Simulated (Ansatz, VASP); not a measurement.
**Pd in VASP and in Ansatz**

```
Pd
1.0
     1.35084   -2.33750    0.00000
     1.35084    2.33750    0.00000
     0.00000    0.00000    2.63137
Pd
1
Direct
  0.00000 0.00000 0.00000
```

Alike in both runs: functional PBE; k mesh 6 × 6 × 8; occupations gaussian, width 0.1 eV; no spin polarisation.

Ansatz relaxed the structure, and its values are those at the end. VASP's run is a single point on that final structure, the one shown.

```csv
,VASP,Ansatz
version,VASP 6.6.1,Ansatz 0.2.0
potentials or method,"VASP PAW PBE potentials, release 64 (Pd), cutoff 520 eV","scalar-relativistic, plane waves, PAW"
valence electrons in the cell,10,18
```

|  | VASP | Ansatz | Ansatz less VASP |
| --- | --- | --- | --- |
| gap on the k mesh at the Fermi level (eV) | none | none | - |
| pressure (GPa) | -0.3 | 0.0 | +0.30 |

A gap of «none» marks a metal or a gap that the smearing closes. With one functional, cell and mesh, what is left measures potentials, basis and numerics. VASP's potentials hold 10 valence electrons a cell and Ansatz's 18, so a difference there can come from the potentials and not from the codes.

The k mesh is coarse, so the values compare programs but aren't converged.
